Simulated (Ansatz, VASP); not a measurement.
**One calculation of V, two programs**

```
CELL_PARAMETERS angstrom
0.00000 1.89500 1.89500
1.89500 0.00000 1.89500
1.89500 1.89500 0.00000
ATOMIC_POSITIONS crystal
V 0.00000 0.00000 0.00000
```

Alike in both runs: task single point; functional PBE; k mesh 15 × 15 × 15; occupations tetrahedron; collinear spin.

|  | VASP | Ansatz |
| --- | --- | --- |
| version | VASP 6.6.1 | Ansatz 0.2.0 |
| potentials or method | VASP PAW PBE potentials, release 64 (V_sv), cutoff 520 eV | all-electron LAPW, scalar-relativistic |

```csv
,VASP,Ansatz,Ansatz less VASP
pressure (GPa),4.0,3.8,-0.23
net moment per atom (μB),0.00,0.00,-0.001
```

Ansatz ran all-electron here, and VASP with PAW potentials. Ansatz's warnings: band table not solved further, seeded moment not kept, stability check not made, tetrahedron derivatives may miss energy slope.
